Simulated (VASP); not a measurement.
Here is a VASP 6.6.1 calculation.

The input INCAR:

```
PREC = Accurate
ENCUT = 520
EDIFF = 1E-7
ISMEAR = 0
SIGMA = 0.05
LREAL = F
LASPH = T
NELM = 80
ALGO = Normal
ISIF = 2
LWAVE = F
LCHARG = F
GGA = PE
NBANDS = 18
```

The input KPOINTS:

```
Automatic mesh
0
Gamma
  9 9 6
```

The input POSCAR:

```
LiF
1.0
    3.1775711328      0.0000000000      0.0000000000
   -1.5887855664      2.7518573233      0.0000000000
    0.0000000000      0.0000000000      4.7437959441
Li F
2 2
Direct
    0.3333333333      0.6666666667      0.4014716674
    0.6666666667      0.3333333333      0.9014716674
    0.3333333333      0.6666666667      0.9939266766
    0.6666666667      0.3333333333      0.4939266766
```

Potentials or basis: VASP PAW PBE potentials, release 64 (Li_sv, F).

Launch:

```sh
$ cat potpaw_PBE.64/Li_sv/POTCAR potpaw_PBE.64/F/POTCAR > POTCAR
$ mpirun -np 1 vasp_std > vasp.out
```

(1) Predict the largest force.

(2) What does it give for the band gap on the k mesh?

Results:

(1) 0.078 eV/Å.

(2) 7.45 eV.
